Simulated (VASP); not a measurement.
# Ga (I4/mmm) in VASP: single point with PBE

Aim: the single point of Ga with PBE.

Program: VASP 6.6.1. These are calculated values, not measurements. Logs are shortened: lines on timing, memory, paths and dates and some standing lists are left out, and cuts for length are marked.

### Step 1. The cell of the first run

It takes space group I4/mmm (No. 139, tetragonal). The conventional cell has a = 2.871 Å, b = 2.871 Å, c = 4.369 Å, α = 90.00°, β = 90.00°, γ = 90.00°. Ga (site symmetry 4/mmm) has 12 Ga at 2.87 to 2.98 Å within 3.8 Å.

### Step 2. Single point, PBE

INCAR reads:

```
SYSTEM = Ga
PREC = Accurate ; ENCUT = 520
EDIFF = 1E-7 ; ISMEAR = -1
SIGMA = 0.1099 ; LREAL = .False.
LASPH = .True. ; NELM = 60
ALGO = Normal ; ISIF = 2
LWAVE = .False. ; LCHARG = .True.
GGA = PE ; LELF = .True.
LVHAR = .True. ; NBANDS = 12
```

KPOINTS reads:

```
regular mesh
0
Gamma
  15 15 15
  0 0 0
```

POSCAR reads:

```
Ga
1.0
    0.0000000000      2.8711000000      0.0000000000
    2.8711000000      0.0000000000      0.0000000000
    1.4355500000      1.4355500000     -2.1844650000
Ga
1
Direct
    0.0000000000      0.0000000000      0.0000000000
```

Potentials or basis: VASP PAW PBE potentials, release 64 (Ga_d).

Launch:

```sh
$ cat potpaw_PBE.64/Ga_d/POTCAR > POTCAR
$ mpirun -np 1 vasp_std > vasp.out
```

OUTCAR:

```text
SYSTEM = Ga
   PREC = Accurate
   ENCUT = 520
   EDIFF = 1E-7
   ISMEAR = -1
   LREAL = .False.
   LASPH = .True.
   NELM = 60
   ISIF = 2
   GGA = PE

 ion  position               nearest neighbor table
   1  0.000  0.000  0.000-

  LATTYP: Found a body centered tetragonal cell.
 ALAT       =     2.8711000000
 C/A-ratio  =     1.5216920344

  Lattice vectors:

 A1 = (  -1.4355500000,   1.4355500000,   2.1844650000)
 A2 = (   1.4355500000,  -1.4355500000,   2.1844650000)
 A3 = (   1.4355500000,   1.4355500000,  -2.1844650000)

Analysis of symmetry for initial positions (statically):
=====================================================================
 Subroutine PRICEL returns:
 Original cell was already a primitive cell.

 Routine SETGRP: Setting up the symmetry group for a
 body centered tetragonal supercell.

 Subroutine GETGRP returns: Found 16 space group operations
 (whereof 16 operations were pure point group operations)
 out of a pool of 16 trial point group operations.

The static configuration has the point symmetry D_4h.

Analysis of symmetry for dynamics (positions and initial velocities):
=====================================================================
 Subroutine PRICEL returns:
 Original cell was already a primitive cell.

 Routine SETGRP: Setting up the symmetry group for a
 body centered tetragonal supercell.

 Subroutine GETGRP returns: Found 16 space group operations
 (whereof 16 operations were pure point group operations)
 out of a pool of 16 trial point group operations.

The dynamic configuration has the point symmetry D_4h.

 Subroutine INISYM returns: Found 16 space group operations
 (whereof 16 operations are pure point group operations),
 and found     1 'primitive' translations

----------------------------------------------------------------------------------------

                                     Primitive cell

  volume of cell :      18.0070

  direct lattice vectors                    reciprocal lattice vectors
     0.000000000  2.871100000  0.000000000     0.000000000  0.348298562  0.228888996
     2.871100000  0.000000000  0.000000000     0.348298562  0.000000000  0.228888996
     1.435550000  1.435550000 -2.184465000     0.000000000  0.000000000 -0.457777991

  length of vectors
     2.871100000  2.871100000  2.982196328     0.416775791  0.416775791  0.457777991

  position of ions in fractional coordinates (direct lattice)
     0.000000000  0.000000000  0.000000000

  ion indices of the primitive-cell ions
   primitive index   ion index
                 1           1

----------------------------------------------------------------------------------------

 KPOINTS: regular mesh

Automatic generation of k-mesh.
 Grid dimensions read from file:
 generate k-points for:   15   15   15

 Generating k-lattice:

  Cartesian coordinates                     Fractional coordinates (reciprocal lattice)
     0.000000000  0.023219904  0.015259266     0.066666667  0.000000000  0.000000000
     0.023219904  0.000000000  0.015259266     0.000000000  0.066666667  0.000000000
     0.000000000  0.000000000 -0.030518533     0.000000000  0.000000000  0.066666667

  Length of vectors
     0.027785053  0.027785053  0.030518533

  Shift w.r.t. Gamma in fractional coordinates (k-lattice)
     0.000000000  0.000000000  0.000000000

 Subroutine IBZKPT returns following result:
 ===========================================

 Found    288 irreducible k-points:

 Following reciprocal coordinates:
            Coordinates               Weight
  0.000000  0.000000  0.000000      1.000000
  0.066667  0.000000  0.000000      8.000000
  0.133333  0.000000  0.000000      8.000000
  0.200000  0.000000  0.000000      8.000000
  0.266667  0.000000  0.000000      8.000000
  0.333333  0.000000  0.000000      8.000000
[... 16 lines left out ...]
  0.133333  0.133333  0.000000      8.000000
  0.200000  0.133333  0.000000     16.000000
 [... further k-points ...]
   k-points           NKPTS =    288   k-points in BZ     NKDIM =    288   number of bands    NBANDS=     12
   number of dos      NEDOS =    301   number of ions     NIONS =      1
   total plane-waves  NPLWV =  13824
   dimension x,y,z NGX =    24 NGY =   24 NGZ =   24
   dimension x,y,z NGXF=    48 NGYF=   48 NGZF=   48
   ions per type =               1
   NGX,Y,Z   is equivalent  to a cutoff of  13.90, 13.90, 13.38 a.u.
   NGXF,Y,Z  is equivalent  to a cutoff of  27.79, 27.79, 26.76 a.u.
 SYSTEM =  Ga
   PREC   = accura    normal or accurate (medium, high low for compatibility)
   ISTART =      0    job   : 0-new  1-cont  2-samecut
   ICHARG =      2    charge: 1-file 2-atom 10-const
   ISPIN  =      1    spin polarized calculation?
   LNONCOLLINEAR =      F non collinear calculations
   LSORBIT =      F    spin-orbit coupling
   LASPH  =      T    aspherical Exc in radial PAW
   ENCUT  =  520.0 eV  38.22 Ry    6.18 a.u.   5.34  5.34  5.54*2*pi/ulx,y,z
   NELM   =     60;   NELMIN=  2; NELMDL= -5     # of ELM steps
   EDIFF  = 0.1E-06   stopping-criterion for ELM
   LREAL  =      F    real-space projection
   EDIFFG = 0.1E-05   stopping-criterion for IOM
   NSW    =      0    number of steps for IOM
   IBRION =     -1    ionic relax: 0-MD 1-quasi-New 2-CG
   NFREE  =      0    steps in history (QN), initial steepest desc. (CG)
   ISIF   =      2    stress and relaxation
   ISYM   =      2    0-nonsym 1-usesym 2-fastsym
   POTIM  = 0.5000    time-step for ionic-motion
   TEBEG  =    0.0;   TEEND  =   0.0 temperature during run
   PSTRESS=    0.0 pullay stress
   NELECT =      13.0000    total number of electrons
   NUPDOWN=      -1.0000    fix difference up-down
   EMIN   =  10.00;   EMAX   =-10.00  energy-range for DOS
   EFERMI =   0.00;   METHOD = LEGACY
   ISMEAR =    -1;   SIGMA  =   0.11  broadening in eV -4-tet -1-fermi 0-gaus
   EFERMI_NEDOS =   21; number of points for ismear=-14 and -15
   IALGO  =     38    algorithm
   IMIX   =      4    mixing-type and parameters
     AMIX     =   0.40;   BMIX     =  1.00
     AMIX_MAG =   1.60;   BMIX_MAG =  1.00
  volume/ion in A,a.u.               =      18.01       121.52
  Fermi-wavevector in a.u.,A,eV,Ry     =   1.468618  2.775285 29.345555  2.156837
  Thomas-Fermi vector in A             =   2.584094
   LORBIT       =      0    0 simple, 1 ext, 2 COOP (PROOUT), +10 PAW based schemes
   GGA     = PE    functional components
   LHFCALC =     F    Hartree Fock is set to
   AEXX    =    0.0000 exact exchange contribution
   IVDW    =     0    specifies the selected vdW correction
   LEPSILON=     F    determine dielectric tensor
   LRPA    =     F    only Hartree local field effects (RPA)
 non-spin polarized calculation
  energy-cutoff  :      520.00
  volume of cell :       18.01
 maximum number of plane-waves:       500
 NGX is ok and might be reduce to    24
   NGX = 11   NGY = 11   NGZ = 11

 number of electron      12.9999997 magnetization

 Free energy of the ion-electron system (eV)
  ---------------------------------------------------
  ext. energy  EPLUGINS =         0.00000000
  ---------------------------------------------------
  free energy    TOTEN  =        -2.88826189 eV

  energy without entropy =       -2.87266504  energy(sigma->0) =       -2.88046346

 E-fermi :   6.0111     XC(G=0): -11.2543

 val. band max:        5.9895746689   @ k =  -0.4667   0.4667   0.2000
 cond. band min:       6.0159604584   @ k =  -0.1333  -0.2667   0.1333
 fundamental gap:      0.0263857896
 Fermi energy:         6.0110677717

 k-point     1 :       0.0000    0.0000    0.0000
  band No.  band energies     occupation
      1      -8.9975      2.00000
      2      -8.9224      2.00000
      3      -8.9224      2.00000
      4      -8.8563      2.00000
      5      -8.7732      2.00000
      6      -5.4078      2.00000
      7      18.7258      0.00000
      8      18.7258      0.00000
      9      18.8261      0.00000
     10      22.1690      0.00000
     11      22.3028      0.00000
     12      22.7025      0.00000

 k-point     2 :       0.0667    0.0000    0.0000
  band No.  band energies     occupation
      1      -8.9924      2.00000
      2      -8.9232      2.00000
      3      -8.9169      2.00000
      4      -8.8556      2.00000
      5      -8.7755      2.00000
      6      -5.2894      2.00000
      7      17.2538      0.00000
      8      18.4450      0.00000
      9      18.5388      0.00000
     10      21.2521      0.00000
     11      22.8717      0.00000
     12      23.0803      0.00000

 k-point     3 :       0.1333    0.0000    0.0000
  band No.  band energies     occupation
      1      -8.9825      2.00000
      2      -8.9270      2.00000
      3      -8.9029      2.00000
      4      -8.8489      2.00000
      5      -8.7805      2.00000
      6      -4.9321      2.00000
      7      14.5453      0.00000
      8      17.7150      0.00000
      9      18.1391      0.00000
     10      20.9025      0.00000
     11      23.1778      0.00000
     12      24.0116      0.00000
[... 286 lines left out ...]
 k-point    23 :       0.1333    0.1333    0.0000
  band No.  band energies     occupation
      1      -8.9786      2.00000
      2      -8.9054      2.00000
      3      -8.8980      2.00000
      4      -8.8506      2.00000
      5      -8.7726      2.00000
      6      -4.1618      2.00000
      7      13.1767      0.00000
      8      13.2671      0.00000
      9      18.0951      0.00000
     10      21.8647      0.00000
     11      21.9108      0.00000
     12      23.7371      0.00000

 k-point    24 :       0.2000    0.1333    0.0000
  band No.  band energies     occupation
      1      -8.9742      2.00000
      2      -8.9202      2.00000
      3      -8.8804      2.00000
      4      -8.8383      2.00000
      5      -8.7656      2.00000
      6      -3.4120      2.00000
      7      10.5473      0.00000
      8      12.8627      0.00000
      9      17.1885      0.00000
     10      21.1557      0.00000
     11      22.0693      0.00000
     12      23.3798      0.00000

 [... further k-points ...]

------------------------ aborting loop because EDIFF is reached ----------------------------------------

  FORCE on cell =-STRESS in cart. coord.  units (eV):
  Direction    XX          YY          ZZ          XY          YZ          ZX
  --------------------------------------------------------------------------------------
  -------------------------------------------------------------------------------------
  Total        0.3502627      0.3502627      0.2614997      0.0000000      0.0000000      0.0000000
  in kB       31.1646862     31.1646862     23.2669827      0.0000000      0.0000000      0.0000000
  external PRESSURE =      28.5321184 kB  Pullay stress =       0.0000000 kB

 VOLUME and BASIS-vectors are now :
 -----------------------------------------------------------------------------
  energy-cutoff  :      520.00
  volume of cell :       18.01
      direct lattice vectors                 reciprocal lattice vectors
     0.000000000  2.871100000  0.000000000     0.000000000  0.348298562  0.228888996
     2.871100000  0.000000000  0.000000000     0.348298562  0.000000000  0.228888996
     1.435550000  1.435550000 -2.184465000     0.000000000  0.000000000 -0.457777991

 POSITION                                       TOTAL-FORCE (eV/Angst)
 -----------------------------------------------------------------------------------
      0.00000      0.00000      0.00000         0.000000      0.000000      0.000000
 -----------------------------------------------------------------------------------
    total drift:                               -0.000000      0.000000      0.000000

  FREE ENERGIE OF THE ION-ELECTRON SYSTEM (eV)
  ---------------------------------------------------
  free  energy   TOTEN  =        -2.8882618865 eV

  energy  without entropy=       -2.8726650395  energy(sigma->0) =       -2.88046346
```

Run time: 77 s. Hardware: 1 thread of Intel Xeon 8259CL, shared host; peak memory 0.18 GiB.

Results:

* Free energy: -2.8883 eV
* Pressure: 2.9 GPa
